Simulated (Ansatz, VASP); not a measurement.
## Ag in VASP and in Ansatz

```
CELL_PARAMETERS angstrom
0.00000 1.99966 1.99966
1.99966 0.00000 1.99966
1.99966 1.99966 0.00000
ATOMIC_POSITIONS crystal
Ag 0.00000 0.00000 0.00000
```

Alike in both runs: task single point; functional LDA; k mesh 7 × 7 × 7; occupations fermi-dirac, width 0.1 eV; no spin polarisation.

```csv
,VASP,Ansatz
version,VASP 6.6.1,Ansatz 0.2.0
potentials or method,"VASP PAW LDA potentials, release 64 (Ag), cutoff 520 eV","plane waves (420 eV) with PAW, scalar-relativistic"
valence electrons in the cell,11,19
```

|  | VASP | Ansatz | Ansatz less VASP |
| --- | --- | --- | --- |
| pressure (GPa) | 0.0 | -0.2 | -0.14 |

Ansatz warns that its potentials were made for another functional, while VASP's fit it. LDA's correlation is that of Perdew and Zunger in VASP and of Perdew and Wang (1992) in Ansatz. VASP's potentials hold 11 valence electrons a cell and Ansatz's 19, so a difference there can come from the potentials and not from the codes.

The k mesh is coarse, so the values compare programs but aren't converged.
